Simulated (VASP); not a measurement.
A run of VASP 6.6.1:

File INCAR:

```
PREC = Accurate
ENCUT = 520
EDIFF = 1E-7
ISMEAR = 0
SIGMA = 0.1
LREAL = F
LASPH = T
NELM = 80
ALGO = Normal
ISIF = 2
LWAVE = F
LCHARG = F
GGA = PE
NBANDS = 21
```

Contents of KPOINTS:

```
Automatic mesh
0
Gamma
  16 16 10
```

Contents of POSCAR:

```
ZrTaN
1.0
    3.0536493987      0.0000000000      0.0000000000
    0.0000000000      3.0536493987      0.0000000000
    0.0000000000      0.0000000000      4.7314673945
Zr Ta N
1 1 1
Direct
    0.5000000000      0.5000000000      0.5000000000
    0.0000000000      0.0000000000      0.0000000000
    0.5000000000      0.5000000000      0.0000000000
```

Potentials or basis: VASP PAW PBE potentials, release 64 (Zr_sv, Ta_pv, N).

Command:

```sh
$ cat potpaw_PBE.64/Zr_sv/POTCAR potpaw_PBE.64/Ta_pv/POTCAR potpaw_PBE.64/N/POTCAR > POTCAR
$ mpirun -np 1 vasp_std > vasp.out
```

Hardware: 1 thread of AMD EPYC 9R45 96-Core Processor (Zen 5), with other jobs on the host.

Q: How long does it take, and how much memory?

A: Wall time 120 s on 1 thread of AMD EPYC 9R45 96-Core Processor (Zen 5), on a shared host, peak memory 0.35 GiB. Counts: scf iterations 14, k points 270.
